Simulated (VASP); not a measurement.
Wanted: the native input for a VASP 6.6.1 run.

- Task: single point
- Functional: PBE
- Potentials or basis: VASP PAW PBE potentials, release 64 (Dy_3, Br), 4f in core
- Cutoff: 500 eV
- k mesh: 12 × 12 × 10
- Occupations: gaussian, width 0.1 eV
- Spin: no spin polarisation
- Dipole correction: no
- Further INCAR settings: ALGO = Normal; EDIFF = 1e-06; NBANDS = 25

The structure of Dy3Br lies in POSCAR:

```
Dy3Br
1.0
    5.3887005020      0.0000000000      0.0000000000
   -2.6943502510      4.6667515281      0.0000000000
    0.0000000000      0.0000000000      5.2508908330
Dy Br
3 1
Direct
    0.3333333333      0.6666666667      0.0000000000
    0.6666666667      0.3333333333      0.0000000000
    0.0000000000      0.0000000000      0.5000000000
    0.0000000000      0.0000000000      0.0000000000
```

The cell was generated, and may not be a known phase.

One way to write it, as run:

INCAR

```
SYSTEM = Dy3Br
PREC = Accurate ; ENCUT = 500
EDIFF = 1E-6 ; ISMEAR = 0
SIGMA = 0.1 ; LREAL = .FALSE.
LASPH = .TRUE. ; NELM = 200
ALGO = Normal ; ISIF = 2
LWAVE = .FALSE. ; LCHARG = .FALSE.
GGA = PE ; NBANDS = 25
GGA_COMPAT = .FALSE. ; LMAXMIX = 6
```

KPOINTS

```
Automatic mesh
0
G
  12 12 10
  0 0 0
```

Potentials or basis: VASP PAW PBE potentials, release 64 (Dy_3, Br), 4f in core.

Launch:

```console
$ cat potpaw_PBE.64/Dy_3/POTCAR potpaw_PBE.64/Br/POTCAR > POTCAR
$ mpirun -np 1 vasp_std > vasp.out
```

It gave:

```yaml
Pressure: 0.2 GPa
Band_gap_on_the_k_mesh: zero (bands 17 and 18 overlap by 0.73 eV)
```

Caveat: spin-orbit coupling is left out, which moves the levels of the heavy elements; the 4f electrons are frozen in the core, so they carry no moment and show no levels; the run has no spin polarisation, though such a crystal can be magnetic.

Wall time 2.2 min on 1 thread of Intel(R) Xeon(R) 6975P-C (Granite Rapids), on a shared host, peak memory 0.46 GiB.
